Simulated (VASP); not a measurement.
## Se: electric field gradients with PBE

Crystal: Se.

```
Se
1.0
     4.27707    0.00000    0.00000
    -2.13853    3.70405    0.00000
     0.00000    0.00000    4.85248
Se
3
Direct
  0.22540 0.00000 0.33333
  0.00000 0.22540 0.66667
  0.77460 0.77460 0.00000
```

```yaml
Program: VASP 6.6.1
Task: electric field gradients
Functional: PBE
Potentials_or_basis: VASP PAW PBE potentials, release 64 (Se)
Cutoff: 520 eV
k_mesh: 6 × 6 × 5
Occupations: fermi-dirac, width 0.03 eV
Spin: no spin polarisation
Dipole_correction: no
Further_INCAR_settings: ALGO = Normal; EDIFF = 1e-08; NBANDS = 16
```

- Pressure: 7.3 GPa
- Largest force: 1.142 eV/Å
- Band gap on the k mesh: 1.27 eV (least direct gap 1.61 eV)
- Largest electric field gradient by atom: Se -485.6 V/Å²

Forces on the atoms (eV/Å):
```
Se   1.142  0.000  0.000
Se  -0.571  0.989  0.000
Se  -0.571 -0.989  0.000
```

Stress tensor (GPa, compression positive):
```
 5.90  0.00  0.00
 0.00  5.90  0.00
 0.00  0.00 10.14
```

Levels at points of the mesh, in eV from the valence-band top:
```csv
k point,band 7,band 8,band 9,band 10,band 11,band 12
"(0.00, 0.00, 0.00)",-2.21,-2.21,-0.40,2.07,2.07,2.28
"(0.50, 0.00, 0.00)",-3.04,-1.86,-1.03,2.07,2.50,4.52
```

Electric field gradients, principal values (V/Å²):
```
atom    least   middle  greatest (by size)
1 Se  154.687  330.916            -485.604
2 Se  154.687  330.916            -485.604
3 Se  154.687  330.917            -485.603
```

It took 14 s on 1 thread of Intel(R) Xeon(R) 6975P-C (Granite Rapids) (shared host), peak memory 0.18 GiB.

Caveat: the cell stands under pressure; without QUAD_EFG the Cq values of the log hold for a quadrupole moment of 1 mb, not for the nuclei; forces of over 1 eV/Å act on the atoms, so gaps and moduli don't describe the material at rest. A k mesh can miss the band edges.
